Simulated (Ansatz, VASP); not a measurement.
Given: the input of a run of Ansatz 0.2.0 on CoO.

File input.yaml:

```yaml
crystal:
  lattice:
    - [2.57052631, 0.0, 0.0]
    - [0.0, 2.57052631, 0.0]
    - [0.0, 0.0, 2.57052631]
  atoms:
    - { symbol: Co, position: [0.012804, 0.002727, -0.003641], spin: 2.0 }
    - { symbol: O, position: [0.483874, 0.502253, 0.500361] }
hamiltonian:
  xc: pbe
  pseudopotentials: { kind: paw }
magnetization:
  spin_polarized: true
kpoints:
  mp_grid: { grid: [10, 10, 10] }
scf:
  occupations: { method: fermi_dirac, width: 0.05 }
output:
  forces: true
  stress: true
  eigenvalues: true
```

Potentials or basis: Ansatz PAW.

Command:

```bash
$ ansatz run input.yaml --threads 2 --pin off --max-ram 5632MiB --backend cpu --events-out ev --progress --plain --runs-dir out
```

Problem. Translate it to VASP 6.6.1. Potentials there: VASP PAW PBE potentials, release 64 (Co, O).

Solution. As run (the cutoff follows the program's own potentials):

Contents of INCAR:

```
PREC = Accurate
ENCUT = 520
EDIFF = 1E-7
ISMEAR = -1
SIGMA = 0.05
LREAL = False
LASPH = True
NELM = 150
ALGO = Normal
ISIF = 2
LWAVE = False
LCHARG = True
ISPIN = 2
MAGMOM = 2 0
LORBIT = 11
LMAXMIX = 4
GGA = PE
LELF = True
LVHAR = True
NBANDS = 18
```

Contents of KPOINTS:

```
Automatic mesh
0
Gamma
  10 10 10
```

The input POSCAR:

```
CoO
1.0
    2.5705263100      0.0000000000      0.0000000000
    0.0000000000      2.5705263100      0.0000000000
    0.0000000000      0.0000000000      2.5705263100
Co O
1 1
Direct
    0.0128040000      0.0027270000     -0.0036410000
    0.4838740000      0.5022530000      0.5003610000
```

Potentials or basis: VASP PAW PBE potentials, release 64 (Co, O).

Run with:

```console
$ cat potpaw_PBE.64/Co/POTCAR potpaw_PBE.64/O/POTCAR > POTCAR
$ mpirun -np 1 vasp_std > vasp.out
```

Both were run:

|  | VASP | Ansatz | Ansatz less VASP |
| --- | --- | --- | --- |
| gap on the k mesh at the Fermi level (eV) | none | none | - |
| pressure (GPa) | 11.6 | 12.1 | +0.55 |
| traceless stress, the component that is largest in VASP (GPa) | -0.13 | -0.13 | -0.001 |
| rms of the force components (eV/Å) | 0.014 | 0.010 | -0.0043 |
| net moment per atom (μB) | 1.50 | 1.50 | 0.000 |
| size of the moment on the site where the two differ most (μB) | 2.49 | 2.47 | -0.022 |

Site moments also hang on the region over which each program counts them. Atom by atom the forces differ by 0.004 eV/Å (rms over components). A gap of «none» marks a metal or a gap that the smearing closes. The functional is the same, so the differences come from potentials, cutoffs and numerics. VASP's potentials hold 15 valence electrons a cell and Ansatz's 23, so a difference there can come from the potentials and not from the codes.
